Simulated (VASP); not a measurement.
# ZnCu2 (P-3m1) in VASP: notebook, part 2 of 2

VASP 6.6.1.

### 4 Single point, r2SCAN

This run uses another cell than the first one, of 12.14 Å³/atom, 1.031 times its volume.

Input file POSCAR:

```
ZnCu2
1.0
    2.5923273241      0.0000000000      0.0000000000
   -1.2961636621      2.2450213176      0.0000000000
    0.0000000000      0.0000000000      6.2595633620
Zn Cu
1 2
Direct
    0.0000000000      0.0000000000      0.0000000000
    0.3333333333      0.6666666667      0.6623329253
    0.6666666667      0.3333333333      0.3376670747
```

Input file INCAR.step1:

```
SYSTEM = ZnCu2
PREC = Accurate
ENCUT = 520
ISMEAR = 0
SIGMA = 0.1
LREAL = .False.
LASPH = .True.
NELM = 100
NBANDS = 24
GGA = PE
ALGO = Normal
EDIFF = 1E-4
LWAVE = .True.
LCHARG = .False.
```

Input file INCAR.step2:

```
SYSTEM = ZnCu2
PREC = Accurate
ENCUT = 520
EDIFF = 1E-6
ISMEAR = 0
SIGMA = 0.1
LREAL = .False.
LASPH = .True.
NELM = 100
ALGO = Normal
ISIF = 2
LWAVE = .False.
LCHARG = .True.
METAGGA = R2SCAN
LMIXTAU = .True.
LELF = .True.
LVHAR = .True.
NBANDS = 24
ISTART = 1
```

Input file KPOINTS:

```
Automatic mesh
0
Gamma
  18 18 8
  0 0 0
```

Potentials or basis: VASP PAW PBE potentials, release 64 (Zn, Cu).

On the command line:

```console
$ cat potpaw_PBE.64/Zn/POTCAR potpaw_PBE.64/Cu/POTCAR > POTCAR
$ cp INCAR.step1 INCAR
$ mpirun -np 1 vasp_std > vasp.out
$ cp INCAR.step2 INCAR
$ mpirun -np 1 vasp_std > vasp.out
```

OUTCAR:

```text
SYSTEM = ZnCu2
   PREC = Accurate
   ENCUT = 520
   EDIFF = 1E-6
   ISMEAR = 0
   LREAL = .False.
   LASPH = .True.
   NELM = 100
   ISIF = 2
   METAGGA = R2SCAN
   ISTART = 1

 ion  position               nearest neighbor table
   1  0.000  0.000  0.000-   2 2.59   3 2.59   3 2.59   2 2.59   3 2.59   2 2.59
   2  0.333  0.667  0.662-   3 2.52   3 2.52   3 2.52   1 2.59   1 2.59   1 2.59
   3  0.667  0.333  0.338-   2 2.52   2 2.52   2 2.52   1 2.59   1 2.59   1 2.59

  LATTYP: Found a hexagonal cell.
 ALAT       =     2.5923273241
 C/A-ratio  =     2.4146500729

  Lattice vectors:

 A1 = (   2.5923273241,   0.0000000000,   0.0000000000)
 A2 = (  -1.2961636621,   2.2450213176,   0.0000000000)
 A3 = (   0.0000000000,   0.0000000000,   6.2595633620)

Analysis of symmetry for initial positions (statically):
=====================================================================
 Subroutine PRICEL returns:
 Original cell was already a primitive cell.

 Routine SETGRP: Setting up the symmetry group for a
 hexagonal supercell.

 Subroutine GETGRP returns: Found 12 space group operations
 (whereof 12 operations were pure point group operations)
 out of a pool of 24 trial point group operations.

The static configuration has the point symmetry D_3d.

Analysis of symmetry for dynamics (positions and initial velocities):
=====================================================================
 Subroutine PRICEL returns:
 Original cell was already a primitive cell.

 Routine SETGRP: Setting up the symmetry group for a
 hexagonal supercell.

 Subroutine GETGRP returns: Found 12 space group operations
 (whereof 12 operations were pure point group operations)
 out of a pool of 24 trial point group operations.

The dynamic configuration has the point symmetry D_3d.

 Subroutine INISYM returns: Found 12 space group operations
 (whereof 12 operations are pure point group operations),
 and found     1 'primitive' translations

----------------------------------------------------------------------------------------

                                     Primitive cell

  volume of cell :      36.4296

  direct lattice vectors                    reciprocal lattice vectors
     2.592327324  0.000000000  0.000000000     0.385753755  0.222715034  0.000000000
    -1.296163662  2.245021318  0.000000000     0.000000000  0.445430069  0.000000000
     0.000000000  0.000000000  6.259563362     0.000000000  0.000000000  0.159755552

  length of vectors
     2.592327324  2.592327324  6.259563362     0.445430069  0.445430069  0.159755552

  position of ions in fractional coordinates (direct lattice)
     0.000000000  0.000000000  0.000000000
     0.333333333  0.666666667  0.662332925
     0.666666667  0.333333333  0.337667075

  ion indices of the primitive-cell ions
   primitive index   ion index
                 1           1
                 2           2
                 3           3

----------------------------------------------------------------------------------------

 KPOINTS: Automatic mesh

Automatic generation of k-mesh.
 Grid dimensions read from file:
 generate k-points for:   18   18    8

 Generating k-lattice:

  Cartesian coordinates                     Fractional coordinates (reciprocal lattice)
     0.021430764  0.012373057  0.000000000     0.055555556  0.000000000  0.000000000
     0.000000000  0.024746115  0.000000000     0.000000000  0.055555556  0.000000000
     0.000000000  0.000000000  0.019969444     0.000000000  0.000000000  0.125000000

  Length of vectors
     0.024746115  0.024746115  0.019969444

  Shift w.r.t. Gamma in fractional coordinates (k-lattice)
     0.000000000  0.000000000  0.000000000

 Subroutine IBZKPT returns following result:
 ===========================================

 Found    266 irreducible k-points:

 Following reciprocal coordinates:
            Coordinates               Weight
  0.000000  0.000000  0.000000      1.000000
  0.055556 -0.000000  0.000000      6.000000
  0.111111 -0.000000  0.000000      6.000000
  0.166667  0.000000  0.000000      6.000000
  0.222222  0.000000  0.000000      6.000000
  0.277778  0.000000  0.000000      6.000000
[... 16 lines left out ...]
  0.333333  0.111111  0.000000     12.000000
  0.388889  0.111111  0.000000     12.000000
 [... further k-points ...]
   k-points           NKPTS =    266   k-points in BZ     NKDIM =    266   number of bands    NBANDS=     24
   number of dos      NEDOS =    301   number of ions     NIONS =      3
   total plane-waves  NPLWV =  19200
   dimension x,y,z NGX =    20 NGY =   20 NGZ =   48
   dimension x,y,z NGXF=    40 NGYF=   40 NGZF=   96
   ions per type =               1   2
   NGX,Y,Z   is equivalent  to a cutoff of  12.83, 12.83, 12.75 a.u.
   NGXF,Y,Z  is equivalent  to a cutoff of  25.65, 25.65, 25.50 a.u.
 SYSTEM =  ZnCu2
   PREC   = accura    normal or accurate (medium, high low for compatibility)
   ISTART =      1    job   : 0-new  1-cont  2-samecut
   ICHARG =      0    charge: 1-file 2-atom 10-const
   ISPIN  =      1    spin polarized calculation?
   LNONCOLLINEAR =      F non collinear calculations
   LSORBIT =      F    spin-orbit coupling
   LASPH  =      T    aspherical Exc in radial PAW
   ENCUT  =  520.0 eV  38.22 Ry    6.18 a.u.   4.82  4.82 11.64*2*pi/ulx,y,z
   NELM   =    100;   NELMIN=  2; NELMDL=  0     # of ELM steps
   EDIFF  = 0.1E-05   stopping-criterion for ELM
   LREAL  =      F    real-space projection
   EDIFFG = 0.1E-04   stopping-criterion for IOM
   NSW    =      0    number of steps for IOM
   IBRION =     -1    ionic relax: 0-MD 1-quasi-New 2-CG
   NFREE  =      0    steps in history (QN), initial steepest desc. (CG)
   ISIF   =      2    stress and relaxation
   ISYM   =      2    0-nonsym 1-usesym 2-fastsym
   POTIM  = 0.5000    time-step for ionic-motion
   TEBEG  =    0.0;   TEEND  =   0.0 temperature during run
   PSTRESS=    0.0 pullay stress
   NELECT =      34.0000    total number of electrons
   NUPDOWN=      -1.0000    fix difference up-down
   EMIN   =  10.00;   EMAX   =-10.00  energy-range for DOS
   EFERMI =   0.00;   METHOD = LEGACY
   ISMEAR =     0;   SIGMA  =   0.10  broadening in eV -4-tet -1-fermi 0-gaus
   EFERMI_NEDOS =   21; number of points for ismear=-14 and -15
   IALGO  =     38    algorithm
   IMIX   =      4    mixing-type and parameters
     AMIX     =   0.40;   BMIX     =  1.00
     AMIX_MAG =   1.60;   BMIX_MAG =  1.00
  volume/ion in A,a.u.               =      12.14        81.95
  Fermi-wavevector in a.u.,A,eV,Ry     =   1.599864  3.023304 34.824986  2.559564
  Thomas-Fermi vector in A             =   2.697090
   LORBIT       =      0    0 simple, 1 ext, 2 COOP (PROOUT), +10 PAW based schemes
   METAGGA = R2SCAN    functional components
   LHFCALC =     F    Hartree Fock is set to
   AEXX    =    0.0000 exact exchange contribution
   IVDW    =     0    specifies the selected vdW correction
   LEPSILON=     F    determine dielectric tensor
   LRPA    =     F    only Hartree local field effects (RPA)
 non-spin polarized calculation
 Gauss-broadening in eV      SIGMA  =   0.10
  energy-cutoff  :      520.00
  volume of cell :       36.43
 maximum number of plane-waves:       999
   NGX =  9   NGY =  9   NGZ = 23

 number of electron      34.0000009 magnetization

 Free energy of the ion-electron system (eV)
  ---------------------------------------------------
  ext. energy  EPLUGINS =         0.00000000
  ---------------------------------------------------
  free energy    TOTEN  =       -30.66417332 eV

  energy without entropy =      -30.66039142  energy(sigma->0) =      -30.66228237

 E-fermi :   6.3196     XC(G=0): -13.7537

 val. band max:        6.2917507420   @ k =   0.3889   0.2222   0.2500
 cond. band min:       6.3275152784   @ k =   0.4444   0.0556   0.1250
 fundamental gap:      0.0357645364
 Fermi energy:         6.3196109820

 k-point     1 :       0.0000    0.0000    0.0000
  band No.  band energies     occupation
      1      -4.6318      2.00000
      2      -2.5184      2.00000
      3      -1.8232      2.00000
      4      -1.8230      2.00000
      5      -1.2567      2.00000
      6      -1.2567      2.00000
[... 16 lines left out ...]
     23      27.5376      0.00000
     24      27.9413      0.00000
[... 598 lines left out ...]
      2      -2.2094      2.00000
      3      -1.5883      2.00000
      4      -1.4994      2.00000
      5      -1.1689      2.00000
      6       1.2439      2.00000
[... 16 lines left out ...]
     23      19.0459      0.00000
     24      19.9120      0.00000

 [... further k-points ...]
[... 5 lines left out ...]
  --------------------------------------------------------------------------------------
  -------------------------------------------------------------------------------------
  Total        0.1188828      0.1188828      0.1317328     -0.0000000     -0.0000000      0.0000000
  in kB        5.2284783      5.2284783      5.7936199     -0.0000000     -0.0000000      0.0000000
  external PRESSURE =       5.4168588 kB  Pullay stress =       0.0000000 kB

 VOLUME and BASIS-vectors are now :
 -----------------------------------------------------------------------------
  energy-cutoff  :      520.00
  volume of cell :       36.43
      direct lattice vectors                 reciprocal lattice vectors
     2.592327324  0.000000000  0.000000000     0.385753755  0.222715034  0.000000000
    -1.296163662  2.245021318  0.000000000     0.000000000  0.445430069  0.000000000
     0.000000000  0.000000000  6.259563362     0.000000000  0.000000000  0.159755552

 POSITION                                       TOTAL-FORCE (eV/Angst)
 -----------------------------------------------------------------------------------
      0.00000      0.00000      0.00000        -0.000000      0.000000      0.000000
     -0.00000      1.49668      4.14591        -0.000000     -0.000000     -0.014424
      1.29616      0.74834      2.11365         0.000000      0.000000      0.014424
 -----------------------------------------------------------------------------------
    total drift:                                0.000000     -0.000000      0.000000

  FREE ENERGIE OF THE ION-ELECTRON SYSTEM (eV)
  ---------------------------------------------------
  free  energy   TOTEN  =       -30.6641733199 eV

  energy  without entropy=      -30.6603914177  energy(sigma->0) =      -30.66228237
```

Wall time 6.5 min (1 thread of AMD EPYC 9R45 (Zen 5), shared host); peak memory 0.29 GiB.

Results:

```yaml
Free_energy: -30.6642 eV
Pressure: 0.5 GPa
Largest_force: 0.014 eV/Å
Band_gap_on_the_k_mesh: zero (band 17 reaches 8.48 eV, above the bottom of band 18 at 4.09 eV)
```

Forces on the atoms (eV/Å):
```
Zn   0.000  0.000  0.000
Cu   0.000  0.000 -0.014
Cu   0.000  0.000  0.014
```

Levels at points of the mesh, in eV from the Fermi level:
| k point | band 15 | band 16 | band 17 | band 18 | band 19 | band 20 |
| --- | --- | --- | --- | --- | --- | --- |
| (0.00, 0.00, 0.00) | -2.58 | -2.58 | -2.23 | -2.23 | 7.25 | 8.30 |
| (0.50, 0.00, 0.00) | -1.90 | -0.93 | -0.81 | 0.73 | 2.95 | 4.47 |
| (0.00, 0.00, 0.50) | -2.60 | -2.21 | -2.21 | -1.92 | 2.52 | 16.15 |
| (0.50, 0.00, 0.50) | -1.96 | -1.90 | -0.46 | 0.21 | 2.41 | 7.84 |

Caveat: the PAW data sets were made with another functional, which shifts forces and pressure a little.
